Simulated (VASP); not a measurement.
BiSe4, 10 atoms in the cell. Symmetry: Fd-3m, No. 227, cubic system. Conventional cell: a = 10.461 Å, b = 10.461 Å, c = 10.461 Å, α = 90.00°, β = 90.00°, γ = 90.00°. Within 3.4 Å of Bi (site symmetry -43m) lie 4 Se at 2.59 Å. Se (site symmetry 3m) has 1 Bi at 2.59 Å and 3 Se at 3.17 Å within 3.4 Å. The cell was generated, and may not be a known phase.

* Program: VASP 6.6.1
* Task: relaxation of cell and atoms
* Functional: PBE
* Potentials or basis: VASP PAW PBE potentials, release 64 (Bi_d, Se)
* Cutoff: 600 eV
* k mesh: 4 × 4 × 4
* Occupations: gaussian, width 0.1 eV
* Spin: no spin polarisation
* Dipole correction: no
* Further INCAR settings: ALGO = Normal; EDIFF = 1e-06; IBRION = 2; EDIFFG = -0.04; NSW = 90; ISIF = 3

Potentials or basis: VASP PAW PBE potentials, release 64 (Bi_d, Se).

Command:

```bash
$ cat potpaw_PBE.64/Bi_d/POTCAR potpaw_PBE.64/Se/POTCAR > POTCAR
$ mpirun -np 1 vasp_std > vasp.out
```

Hardware: 1 thread of AMD EPYC 9R45 96-Core Processor (Zen 5), with other jobs on the host.

**Question.** Estimate the wall time of this run.

**Answer.** Wall time 7.1 min on 1 thread of AMD EPYC 9R45 96-Core Processor (Zen 5), with other jobs on the host, peak memory 0.55 GiB. Counts: scf iterations 49, k points 8, ion steps 5.
